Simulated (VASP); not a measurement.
Input of a VASP 6.6.1 run:

The input INCAR:

```
  PREC = Accurate
  ENCUT = 600
  EDIFF = 1E-6
  ISMEAR = 1
  SIGMA = 0.02
  LREAL = False
  LASPH = True
  NELM = 60
  ALGO = Normal
  ISIF = 3
  LWAVE = False
  LCHARG = False
  GGA = PS
  IBRION = 2
  NSW = 80
  EDIFFG = -0.01
```

KPOINTS

```
regular mesh
0
Gamma
  18 18 8
```

Contents of POSCAR:

```
Cd
1.0
    2.9788700000      0.0000000000      0.0000000000
   -1.4894350000      2.5797770900      0.0000000000
    0.0000000000      0.0000000000      5.6176500000
Cd
2
Direct
    0.3333333333      0.6666666667      0.2500000000
    0.6666666667      0.3333333333      0.7500000000
```

Potentials or basis: VASP PAW PBE potentials, release 64 (Cd).

The run is started by

```bash
$ cat potpaw_PBE.64/Cd/POTCAR > POTCAR
$ mpirun -np 1 vasp_std > vasp.out
```

**Question.** Estimate the space group after relaxing (to 0.1 Å).

**Answer.** P6_3/mmc (No. 194).

**Question.** Predict the relaxed cell.

**Answer.** a = 2.960 Å, b = 2.960 Å, c = 5.557 Å, α = 90.00°, β = 90.00°, γ = 120.00°.

The path:
| step | energy change (eV) | largest force (eV/Å) | pressure (GPa) | volume (Å³) |
| --- | --- | --- | --- | --- |
| 1 | 0.0000 | 0.0000 | -1.35 | 43.17 |
| 2 | -0.0041 | 0.0000 | 0.22 | 42.04 |
| 3 | -0.0042 | 0.0000 | 0.06 | 42.19 |
| 4 | -0.0042 | 0.0000 | -0.04 | 42.23 |
| 5 | -0.0042 | 0.0000 | -0.05 | 42.22 |
| 6 | -0.0043 | 0.0000 | 0.00 | 42.21 |
| 7 | -0.0044 | 0.0000 | 0.07 | 42.18 |
| 8 | -0.0043 | 0.0000 | -0.03 | 42.13 |
| 9 | -0.0044 | 0.0000 | -0.14 | 42.16 |
| 10 | -0.0044 | 0.0000 | -0.07 | 42.17 |

Caveat: the PAW data sets were made with another functional, which shifts forces and pressure a little.
